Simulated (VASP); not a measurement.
# BaTiO3 (P4mm) in VASP: notebook, part 2 of 2

VASP 6.6.1.

## (3) Single point, PBEsol (biaxial strain in the a-b plane: +4.5 %)

Contents of INCAR:

```
SYSTEM = BaTiO3
PREC = Accurate ; ENCUT = 520
EDIFF = 1E-7 ; ISMEAR = 0
SIGMA = 0.02 ; LREAL = .False.
LASPH = .True. ; NELM = 100
ALGO = Normal ; ISIF = 2
LWAVE = .False. ; LCHARG = .False.
GGA = PS ; NBANDS = 28
```

Contents of KPOINTS:

```
Automatic mesh
0
Gamma
  8 8 8
  0 0 0
```

Contents of POSCAR:

```
BaTiO3
1.0
    4.1334854956      0.0000000000      0.0000000000
    0.0000000000      4.1334854956      0.0000000000
    0.0000000000      0.0000000000      3.9348505368
Ba Ti O
1 1 3
Direct
    0.5000000000      0.5000000000      0.5768251875
    0.0000000000      0.0000000000      0.0856002311
    0.0000000000      0.5000000000      0.0675449126
    0.5000000000      0.0000000000      0.0675449126
    0.0000000000      0.0000000000      0.5624817462
```

Potentials or basis: VASP PAW PBE potentials, release 64 (Ba_sv, Ti_sv, O).

Run with:

```sh
$ cat potpaw_PBE.64/Ba_sv/POTCAR potpaw_PBE.64/Ti_sv/POTCAR potpaw_PBE.64/O/POTCAR > POTCAR
$ mpirun -np 1 vasp_std > vasp.out
```

OUTCAR:

```text
SYSTEM = BaTiO3
   PREC = Accurate
   ENCUT = 520
   EDIFF = 1E-7
   ISMEAR = 0
   LREAL = .False.
   LASPH = .True.
   NELM = 100
   ISIF = 2
   GGA = PS

 ion  position               nearest neighbor table
   1  0.500  0.500  0.577-   3 2.83   4 2.83   4 2.83   3 2.83   3 2.88   4 2.88   4 2.88   3 2.88
                             5 2.92   5 2.92   5 2.92   5 2.92   2 3.50   2 3.50   2 3.50   2 3.50
   2  0.000  0.000  0.086-   5 1.88   5 2.06   3 2.07   4 2.07   3 2.07   4 2.07   1 3.50   1 3.50
                             1 3.50   1 3.50   1 3.54   1 3.54   1 3.54   1 3.54
   3  0.000  0.500  0.068-   2 2.07   2 2.07   1 2.83   1 2.83   1 2.88   1 2.88
   4  0.500  0.000  0.068-   2 2.07   2 2.07   1 2.83   1 2.83   1 2.88   1 2.88
   5  0.000  0.000  0.562-   2 1.88   2 2.06   1 2.92   1 2.92   1 2.92   1 2.92

  LATTYP: Found a simple tetragonal cell.
 ALAT       =     4.1334854956
 C/A-ratio  =     0.9519449242

  Lattice vectors:

 A1 = (   4.1334854956,   0.0000000000,   0.0000000000)
 A2 = (   0.0000000000,   4.1334854956,   0.0000000000)
 A3 = (   0.0000000000,   0.0000000000,   3.9348505368)

Analysis of symmetry for initial positions (statically):
[... 183 lines left out ...]
 cond. band min:       4.9257629440   @ k =   0.0000   0.0000   0.0000
 fundamental gap:      1.5715624821
 Fermi energy:         3.5798257608

 k-point     1 :       0.0000    0.0000    0.0000
  band No.  band energies     occupation
      1     -53.1734      2.00000
      2     -29.5133      2.00000
      3     -29.4686      2.00000
      4     -29.4686      2.00000
      5     -21.5472      2.00000
      6     -13.4726      2.00000
[... 733 lines left out ...]
     27      10.8944      0.00000
     28      11.9178      0.00000

 [... further k-points ...]

------------------------ aborting loop because EDIFF is reached ----------------------------------------

  FORCE on cell =-STRESS in cart. coord.  units (eV):
  Direction    XX          YY          ZZ          XY          YZ          ZX
  --------------------------------------------------------------------------------------
  -------------------------------------------------------------------------------------
  Total       -4.8246190     -4.8246190     -0.9310576      0.0000000      0.0000000      0.0000000
  in kB     -114.9774119   -114.9774119    -22.1884046      0.0000000      0.0000000      0.0000000
  external PRESSURE =     -84.0477428 kB  Pullay stress =       0.0000000 kB

 VOLUME and BASIS-vectors are now :
 -----------------------------------------------------------------------------
  energy-cutoff  :      520.00
  volume of cell :       67.23
      direct lattice vectors                 reciprocal lattice vectors
     4.133485496  0.000000000  0.000000000     0.241926578  0.000000000  0.000000000
     0.000000000  4.133485496  0.000000000     0.000000000  0.241926578  0.000000000
     0.000000000  0.000000000  3.934850537     0.000000000  0.000000000  0.254139259

 POSITION                                       TOTAL-FORCE (eV/Angst)
 -----------------------------------------------------------------------------------
      2.06674      2.06674      2.26972         0.000000      0.000000     -0.007100
      0.00000      0.00000      0.33682        -0.000000     -0.000000      0.048143
      0.00000      2.06674      0.26578         0.000000      0.000000      0.015286
      2.06674      0.00000      0.26578         0.000000      0.000000      0.015286
      0.00000      0.00000      2.21328         0.000000      0.000000     -0.071614
 -----------------------------------------------------------------------------------
    total drift:                                0.000000     -0.000000      0.000533

  FREE ENERGIE OF THE ION-ELECTRON SYSTEM (eV)
  ---------------------------------------------------
  free  energy   TOTEN  =       -41.8126623628 eV

  energy  without entropy=      -41.8126623628  energy(sigma->0) =      -41.81266236
```

OSZICAR:

```text
N       E                     dE             d eps       ncg     rms          rms(c)
DAV:   1     0.416285831137E+03    0.41629E+03   -0.19361E+04  4200   0.150E+03
DAV:   2    -0.797652843863E+01   -0.42426E+03   -0.40411E+03  4852   0.415E+02
DAV:   3    -0.506324512423E+02   -0.42656E+02   -0.42307E+02  5920   0.131E+02
DAV:   4    -0.522505803469E+02   -0.16181E+01   -0.16137E+01  6224   0.231E+01
DAV:   5    -0.522807226931E+02   -0.30142E-01   -0.30134E-01  5756   0.279E+00    0.219E+01
DAV:   6    -0.421852376424E+02    0.10095E+02   -0.54986E+01  5932   0.633E+01    0.996E+00
DAV:   7    -0.420421855645E+02    0.14305E+00   -0.10656E+01  5644   0.229E+01    0.642E+00
DAV:   8    -0.418177833754E+02    0.22440E+00   -0.77081E-01  5216   0.770E+00    0.307E+00
DAV:   9    -0.418464724457E+02   -0.28689E-01   -0.34216E-01  6048   0.457E+00    0.166E+00
DAV:  10    -0.418162786605E+02    0.30194E-01   -0.18724E-01  4896   0.429E+00    0.506E-01
DAV:  11    -0.418126981792E+02    0.35805E-02   -0.16373E-02  5608   0.822E-01    0.130E-01
DAV:  12    -0.418126969838E+02    0.11954E-05   -0.83895E-04  5268   0.225E-01    0.513E-02
DAV:  13    -0.418126768588E+02    0.20125E-04   -0.14945E-04  5020   0.114E-01    0.381E-02
DAV:  14    -0.418126638634E+02    0.12995E-04   -0.37582E-05  6196   0.509E-02    0.934E-03
DAV:  15    -0.418126629225E+02    0.94089E-06   -0.13799E-05  6172   0.303E-02    0.711E-03
DAV:  16    -0.418126623893E+02    0.53324E-06   -0.30291E-06  5648   0.149E-02    0.131E-03
DAV:  17    -0.418126623628E+02    0.26475E-07   -0.25856E-07  3696   0.485E-03
   1 F= -.41812662E+02 E0= -.41812662E+02  d E =-.235986E-59
```

It took 58 s on 1 thread of Intel Xeon 6975P-C (Granite Rapids), shared host; peak memory 0.27 GiB.

Results:

- Free energy: -41.8127 eV
- Pressure: -8.4 GPa
- Largest force: 0.072 eV/Å
- Band gap on the k mesh: 1.57 eV, indirect (least direct gap 1.81 eV)

Forces on the atoms (eV/Å):
```
Ba   0.000  0.000 -0.007
Ti   0.000  0.000  0.048
O    0.000  0.000  0.015
O    0.000  0.000  0.015
O    0.000  0.000 -0.072
```

Levels at points of the mesh, in eV from the valence-band top:
```
           k point  band 17  band 18  band 19  band 20  band 21  band 22  band 23  band 24
(0.00, 0.00, 0.00)    -0.93    -0.27    -0.27    -0.23     1.57     1.78     1.78     3.49
(0.50, 0.00, 0.00)    -1.63    -1.56    -0.81    -0.80     1.90     3.13     3.18     3.76
(0.50, 0.50, 0.00)    -1.80    -1.24    -1.24    -0.18     3.18     3.18     3.51     4.73
(0.00, 0.00, 0.50)    -1.85    -1.84    -0.75    -0.75     1.76     3.50     3.59     3.59
(0.50, 0.00, 0.50)    -1.74    -0.79    -0.78    -0.12     3.15     3.59     3.81     4.27
(0.50, 0.50, 0.50)    -2.14    -0.07     0.00     0.00     3.75     4.02     4.02     6.19
```

Caveat: the cell differs from its parent crystal (biaxial strain in the a-b plane: +4.5 %); the PAW data sets were made with another functional, which shifts forces and pressure a little; spin-orbit coupling is left out, which moves the levels of the heavy elements.
